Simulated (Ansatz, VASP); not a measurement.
## Two plane-wave programs on CuH3

File INCAR:

```
SYSTEM = CuH3
PREC = Accurate ; ENCUT = 520
EDIFF = 1E-7 ; ISMEAR = 0
SIGMA = 0.1 ; LREAL = .FALSE.
LASPH = .TRUE. ; NELM = 100
ALGO = Normal ; ISIF = 2
LWAVE = .FALSE. ; LCHARG = .TRUE.
LDIPOL = .TRUE. ; IDIPOL = 3
DIPOL = 0.5 0.5 0.499 ; GGA = PE
LELF = .TRUE. ; LVHAR = .TRUE.
LVACPOTAV = .TRUE. ; NBANDS = 15
```

The input KPOINTS:

```
regular mesh
0
G
  6 6 1
  0 0 0
```

File POSCAR:

```
CuH3
1.0
    2.8015190000      0.0000000000      0.0000000000
    0.0000000000      2.8015190000      0.0000000000
    0.0000000000      0.0000000000     17.0000000000
Cu H
1 3
Direct
    0.5000000000      0.5000000000      0.4807172300
    0.0000000000      0.0000000000      0.4246484200
    0.0000000000      0.0000000000      0.5753515800
    0.0000000000      0.0000000000      0.5160999600
```

Input for Ansatz:

```yaml
crystal:
  lattice:
    - [2.801519, 0.0, 0.0]
    - [0.0, 2.801519, 0.0]
    - [0.0, 0.0, 17.0]
  atoms:
    - { symbol: Cu, position: [0.5, 0.5, 0.48071723] }
    - { symbol: H, position: [0.0, 0.0, 0.42464842] }
    - { symbol: H, position: [0.0, 0.0, 0.57535158] }
    - { symbol: H, position: [0.0, 0.0, 0.51609996] }
  periodic: [true, true, false]
basis:
  ecutwfc: 420
kpoints:
  mp_grid: { grid: [6, 6, 1] }
hamiltonian:
  xc: pbe
scf:
  occupations: { method: gaussian, width: 0.1 }
  lower_state_search: "off"
output:
  forces: true
  stress: true
  eigenvalues: true
```

Alike in both runs: task single point; functional PBE; k mesh 6 × 6 × 1; occupations gaussian, width 0.1 eV; no spin polarisation.

|  | VASP | Ansatz |
| --- | --- | --- |
| version | VASP 6.6.1 | Ansatz 0.2.0 |
| potentials or method | VASP PAW PBE potentials, release 64 (Cu, H), cutoff 520 eV | scalar-relativistic, plane waves, PAW |
| valence electrons in the cell | 14 | 22 |

Ansatz gave:

- gap on the k mesh at the Fermi level (eV): none
- rms of the force components (eV/Å): 1.120

Task: What did VASP give for the same quantities?

Result: gap on the k mesh at the Fermi level (eV): none; rms of the force components (eV/Å): 1.119.

Atom by atom the forces differ by 0.003 eV/Å (rms over components). A gap of «none» marks a metal or a gap that the smearing closes. VASP's potentials hold 14 valence electrons a cell and Ansatz's 22, so a difference there can come from the potentials and not from the codes. Ansatz's warnings: slab cell height set.

The k mesh is coarse, so the values compare programs but aren't converged.
